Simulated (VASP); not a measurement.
# Bi2Te3 (R3m) in VASP: further runs

Bi2Te3 is run at these levels: LDA; tasks: single point.

Everything below comes from runs of VASP 6.6.1. Logs are shortened: lines on timing, memory, paths and dates and some standing lists are left out, and cuts for length are marked.

## 1. The cell of the first run

The structure is trigonal, space group R3m (No. 160). The conventional cell has a = 4.505 Å, b = 4.505 Å, c = 29.840 Å, α = 90.00°, β = 90.00°, γ = 120.00°. Within 4.0 Å of Bi (site symmetry 3m) lie 3 Te at 3.07 Å and 3 Bi at 3.46 Å. Bi (site symmetry 3m) has 9 Te at 3.31 to 4.70 Å and 9 Bi at 3.46 to 4.51 Å within 4.8 Å. Te (site symmetry 3m) has 6 Te at 3.09 to 3.48 Å within 4.1 Å. Te (site symmetry 3m) has 3 Bi at 3.07 Å and 3 Te at 3.48 Å within 4.0 Å. Te (site symmetry 3m) has 3 Te at 3.09 Å and 3 Bi at 3.31 Å within 4.1 Å.

## 2. Single point, LDA (equal xx and yy strain of +2 %)

INCAR reads:

```
PREC = Accurate
ENCUT = 500
EDIFF = 1E-6
ISMEAR = -1
SIGMA = 0.08
LREAL = False
LASPH = True
NELM = 120
ALGO = Normal
ISIF = 2
LWAVE = False
LCHARG = False
GGA = CA
NBANDS = 32
GGA_COMPAT = False
```

KPOINTS reads:

```
regular mesh
0
Gamma
  8 8 8
```

POSCAR reads:

```
Bi2Te3
1.0
    2.2526712790      1.3005803693      9.9466700000
   -2.2526712790      1.3005803693      9.9466700000
    0.0000000000     -2.6011607386      9.9466700000
Bi Te
2 3
Direct
    0.8120000000      0.8120000000      0.8120000000
    0.4020000000      0.4020000000      0.4020000000
    0.6110000000      0.6110000000      0.6110000000
    0.2000000000      0.2000000000      0.2000000000
    0.0000000000      0.0000000000      0.0000000000
```

Potentials or basis: VASP PAW LDA potentials, release 64 (Bi_d, Te).

Started as:

```
cat potpaw_LDA.64/Bi_d/POTCAR potpaw_LDA.64/Te/POTCAR > POTCAR
mpirun -np 1 vasp_std > vasp.out
```

OUTCAR:

```text
PREC = Accurate
   ENCUT = 500
   EDIFF = 1E-6
   ISMEAR = -1
   LREAL = False
   LASPH = True
   NELM = 120
   ISIF = 2
   GGA = CA

 ion  position               nearest neighbor table
   1  0.812  0.812  0.812-   4 3.07   4 3.07   4 3.07   2 3.46   2 3.46   2 3.46
   2  0.402  0.402  0.402-   5 3.31   5 3.31   5 3.31   1 3.46   1 3.46   1 3.46
   3  0.611  0.611  0.611-   5 3.09   5 3.09   5 3.09   4 3.48   4 3.48   4 3.48
   4  0.200  0.200  0.200-   1 3.07   1 3.07   1 3.07   3 3.48   3 3.48   3 3.48
   5  0.000  0.000  0.000-   3 3.09   3 3.09   3 3.09   2 3.31   2 3.31   2 3.31

  LATTYP: Found a trigonal (rhomboedric) cell.
 ALAT       =    10.2811614751
 COS(alpha) =     0.9039845152

  Lattice vectors:

 A1 = (   2.2526712790,   1.3005803693,   9.9466700000)
 A2 = (  -2.2526712790,   1.3005803693,   9.9466700000)
 A3 = (   0.0000000000,  -2.6011607386,   9.9466700000)

Analysis of symmetry for initial positions (statically):
=====================================================================
 Subroutine PRICEL returns:
 Original cell was already a primitive cell.

 Routine SETGRP: Setting up the symmetry group for a
 trigonal (rhombohedral) supercell.

 Subroutine GETGRP returns: Found  6 space group operations
 (whereof  6 operations were pure point group operations)
 out of a pool of 12 trial point group operations.

The static configuration has the point symmetry C_3v.

Analysis of symmetry for dynamics (positions and initial velocities):
=====================================================================
 Subroutine PRICEL returns:
 Original cell was already a primitive cell.

 Routine SETGRP: Setting up the symmetry group for a
 trigonal (rhombohedral) supercell.

 Subroutine GETGRP returns: Found  6 space group operations
 (whereof  6 operations were pure point group operations)
 out of a pool of 12 trial point group operations.

The dynamic configuration has the point symmetry C_3v.

 Subroutine INISYM returns: Found  6 space group operations
 (whereof  6 operations are pure point group operations),
 and found     1 'primitive' translations

----------------------------------------------------------------------------------------

                                     Primitive cell

  volume of cell :     174.8493

  direct lattice vectors                    reciprocal lattice vectors
     2.252671279  1.300580369  9.946670000     0.221958705  0.128147918  0.033512053
    -2.252671279  1.300580369  9.946670000    -0.221958705  0.128147918  0.033512053
     0.000000000 -2.601160739  9.946670000     0.000000000 -0.256295836  0.033512053

  length of vectors
    10.281161475 10.281161475 10.281161475     0.258477491  0.258477491  0.258477491

  position of ions in fractional coordinates (direct lattice)
     0.812000000  0.812000000  0.812000000
     0.402000000  0.402000000  0.402000000
     0.611000000  0.611000000  0.611000000
     0.200000000  0.200000000  0.200000000
     0.000000000  0.000000000  0.000000000

  ion indices of the primitive-cell ions
   primitive index   ion index
                 1           1
                 2           2
                 3           3
                 4           4
                 5           5

----------------------------------------------------------------------------------------

 KPOINTS: regular mesh

Automatic generation of k-mesh.
 Grid dimensions read from file:
 generate k-points for:    8    8    8

 Generating k-lattice:

  Cartesian coordinates                     Fractional coordinates (reciprocal lattice)
     0.027744838  0.016018490  0.004189007     0.125000000  0.000000000 -0.000000000
    -0.027744838  0.016018490  0.004189007     0.000000000  0.125000000 -0.000000000
     0.000000000 -0.032036980  0.004189007    -0.000000000 -0.000000000  0.125000000

  Length of vectors
     0.032309686  0.032309686  0.032309686

  Shift w.r.t. Gamma in fractional coordinates (k-lattice)
     0.000000000  0.000000000  0.000000000

 Subroutine IBZKPT returns following result:
 ===========================================

 Found     65 irreducible k-points:

 Following reciprocal coordinates:
            Coordinates               Weight
  0.000000  0.000000  0.000000      1.000000
  0.125000  0.000000  0.000000      6.000000
  0.250000  0.000000  0.000000      6.000000
  0.375000 -0.000000  0.000000      6.000000
  0.500000  0.000000  0.000000      3.000000
  0.125000  0.125000  0.000000      6.000000
[... 16 lines left out ...]
  0.250000  0.125000  0.125000      6.000000
  0.375000  0.125000  0.125000      6.000000
 [... further k-points ...]
   k-points           NKPTS =     65   k-points in BZ     NKDIM =     65   number of bands    NBANDS=     32
   number of dos      NEDOS =    301   number of ions     NIONS =      5
   total plane-waves  NPLWV = 512000
   dimension x,y,z NGX =    80 NGY =   80 NGZ =   80
   dimension x,y,z NGXF=   160 NGYF=  160 NGZF=  160
   ions per type =               2   3
   NGX,Y,Z   is equivalent  to a cutoff of  12.94, 12.94, 12.94 a.u.
   NGXF,Y,Z  is equivalent  to a cutoff of  25.87, 25.87, 25.87 a.u.
 SYSTEM =  unknown system
   PREC   = accura    normal or accurate (medium, high low for compatibility)
   ISTART =      0    job   : 0-new  1-cont  2-samecut
   ICHARG =      2    charge: 1-file 2-atom 10-const
   ISPIN  =      1    spin polarized calculation?
   LNONCOLLINEAR =      F non collinear calculations
   LSORBIT =      F    spin-orbit coupling
   LASPH  =      T    aspherical Exc in radial PAW
   ENCUT  =  500.0 eV  36.75 Ry    6.06 a.u.  18.74 18.74 18.74*2*pi/ulx,y,z
   NELM   =    120;   NELMIN=  2; NELMDL= -5     # of ELM steps
   EDIFF  = 0.1E-05   stopping-criterion for ELM
   LREAL  =      F    real-space projection
   EDIFFG = 0.1E-04   stopping-criterion for IOM
   NSW    =      0    number of steps for IOM
   IBRION =     -1    ionic relax: 0-MD 1-quasi-New 2-CG
   NFREE  =      0    steps in history (QN), initial steepest desc. (CG)
   ISIF   =      2    stress and relaxation
   ISYM   =      2    0-nonsym 1-usesym 2-fastsym
   POTIM  = 0.5000    time-step for ionic-motion
   TEBEG  =    0.0;   TEEND  =   0.0 temperature during run
   PSTRESS=    0.0 pullay stress
   NELECT =      48.0000    total number of electrons
   NUPDOWN=      -1.0000    fix difference up-down
   EMIN   =  10.00;   EMAX   =-10.00  energy-range for DOS
   EFERMI =   0.00;   METHOD = LEGACY
   ISMEAR =    -1;   SIGMA  =   0.08  broadening in eV -4-tet -1-fermi 0-gaus
   EFERMI_NEDOS =   21; number of points for ismear=-14 and -15
   IALGO  =     38    algorithm
   IMIX   =      4    mixing-type and parameters
     AMIX     =   0.40;   BMIX     =  1.00
     AMIX_MAG =   1.60;   BMIX_MAG =  1.00
  volume/ion in A,a.u.               =      34.97       235.99
  Fermi-wavevector in a.u.,A,eV,Ry     =   1.063981  2.010633 15.402554  1.132056
  Thomas-Fermi vector in A             =   2.199484
   LORBIT       =      0    0 simple, 1 ext, 2 COOP (PROOUT), +10 PAW based schemes
   GGA     = CA    functional components
   LHFCALC =     F    Hartree Fock is set to
   AEXX    =    0.0000 exact exchange contribution
   IVDW    =     0    specifies the selected vdW correction
   LEPSILON=     F    determine dielectric tensor
   LRPA    =     F    only Hartree local field effects (RPA)
 non-spin polarized calculation
  energy-cutoff  :      500.00
  volume of cell :      174.85
 maximum number of plane-waves:      4476
 NGX is ok and might be reduce to    80
   NGX = 37   NGY = 37   NGZ = 37

 number of electron      48.0000000 magnetization

 Free energy of the ion-electron system (eV)
  ---------------------------------------------------
  ext. energy  EPLUGINS =         0.00000000
  ---------------------------------------------------
  free energy    TOTEN  =       -20.15905074 eV

  energy without entropy =      -20.11994228  energy(sigma->0) =      -20.13949651

 E-fermi :   5.7669     XC(G=0):  -9.4663

 val. band max:        5.7129616012   @ k =  -0.2500   0.2500   0.0000
 cond. band min:       5.8010156102   @ k =  -0.1250   0.1250   0.0000
 fundamental gap:      0.0880540090
 Fermi energy:         5.7669094807

 k-point     1 :       0.0000    0.0000    0.0000
  band No.  band energies     occupation
      1     -17.2462      2.00000
      2     -17.2462      2.00000
      3     -17.2196      2.00000
      4     -17.2196      2.00000
      5     -17.2125      2.00000
      6     -16.7132      2.00000
[... 24 lines left out ...]
     31      10.4738      0.00000
     32      10.7035      0.00000

 k-point     2 :       0.1250    0.0000    0.0000
  band No.  band energies     occupation
      1     -17.2465      2.00000
      2     -17.2449      2.00000
      3     -17.2200      2.00000
      4     -17.2194      2.00000
      5     -17.2116      2.00000
      6     -16.7147      2.00000
[... 24 lines left out ...]
     31       9.9849      0.00000
     32      10.5202      0.00000

 k-point     3 :       0.2500    0.0000    0.0000
  band No.  band energies     occupation
      1     -17.2474      2.00000
      2     -17.2420      2.00000
      3     -17.2210      2.00000
      4     -17.2187      2.00000
      5     -17.2093      2.00000
      6     -16.7184      2.00000
[... 24 lines left out ...]
     31       9.3889      0.00000
     32      11.0053      0.00000

 k-point     4 :       0.3750   -0.0000    0.0000
  band No.  band energies     occupation
      1     -17.2485      2.00000
      2     -17.2395      2.00000
      3     -17.2221      2.00000
      4     -17.2176      2.00000
      5     -17.2068      2.00000
      6     -16.7223      2.00000
[... 654 lines left out ...]
     31      10.4651      0.00000
     32      10.7638      0.00000

 k-point    23 :       0.2500    0.1250    0.1250
  band No.  band energies     occupation
      1     -17.2465      2.00000
      2     -17.2449      2.00000
      3     -17.2200      2.00000
      4     -17.2194      2.00000
      5     -17.2116      2.00000
      6     -16.7147      2.00000
[... 24 lines left out ...]
     31       9.9924      0.00000
     32      10.6274      0.00000

 k-point    24 :       0.3750    0.1250    0.1250
  band No.  band energies     occupation
      1     -17.2474      2.00000
      2     -17.2420      2.00000
      3     -17.2210      2.00000
      4     -17.2187      2.00000
      5     -17.2093      2.00000
      6     -16.7184      2.00000
[... 24 lines left out ...]
     31       9.5228      0.00000
     32      10.8353      0.00000

 [... further k-points ...]

------------------------ aborting loop because EDIFF is reached ----------------------------------------

  FORCE on cell =-STRESS in cart. coord.  units (eV):
  Direction    XX          YY          ZZ          XY          YZ          ZX
  --------------------------------------------------------------------------------------
  -------------------------------------------------------------------------------------
  Total       -3.5718115     -3.5718115     -4.2824764      0.0000000      0.0000000      0.0000000
  in kB      -32.7291806    -32.7291805    -39.2411372      0.0000000      0.0000000      0.0000000
  external PRESSURE =     -34.8998328 kB  Pullay stress =       0.0000000 kB

 VOLUME and BASIS-vectors are now :
 -----------------------------------------------------------------------------
  energy-cutoff  :      500.00
  volume of cell :      174.85
      direct lattice vectors                 reciprocal lattice vectors
     2.252671279  1.300580369  9.946670000     0.221958705  0.128147918  0.033512053
    -2.252671279  1.300580369  9.946670000    -0.221958705  0.128147918  0.033512053
     0.000000000 -2.601160739  9.946670000     0.000000000 -0.256295836  0.033512053

 POSITION                                       TOTAL-FORCE (eV/Angst)
 -----------------------------------------------------------------------------------
      0.00000      0.00000     24.23009         0.000000     -0.000000     -0.581821
      0.00000      0.00000     11.99568         0.000000     -0.000000     -0.425492
      0.00000      0.00000     18.23225         0.000000     -0.000000     -0.479312
      0.00000      0.00000      5.96800         0.000000     -0.000000      0.479491
      0.00000      0.00000      0.00000         0.000000      0.000000      1.007134
 -----------------------------------------------------------------------------------
    total drift:                               -0.000000     -0.000000     -0.000086

  FREE ENERGIE OF THE ION-ELECTRON SYSTEM (eV)
  ---------------------------------------------------
  free  energy   TOTEN  =       -20.1590507430 eV

  energy  without entropy=      -20.1199422796  energy(sigma->0) =      -20.13949651
```

Run time: 25 min. Hardware: 1 thread of Intel Xeon Platinum 8488C (Sapphire Rapids), shared host; peak memory 0.82 GiB.

Results:

```yaml
Free_energy: -20.1591 eV
Pressure: -3.5 GPa
Largest_force: 1.007 eV/Å
Band_gap_on_the_k_mesh: zero (bands 24 and 25 overlap by 0.21 eV)
```

Forces on the atoms (eV/Å):
```
Bi   0.000  0.000 -0.582
Bi   0.000  0.000 -0.425
Te   0.000  0.000 -0.479
Te   0.000  0.000  0.479
Te   0.000  0.000  1.007
```

Caveat: the cell differs from its parent crystal (equal xx and yy strain of +2 %); the cell stands under tension; spin-orbit coupling is left out, which moves the levels of the heavy elements; forces of over 1 eV/Å act on the atoms, so gaps and moduli don't describe the material at rest.

[end of part 1 of 2]
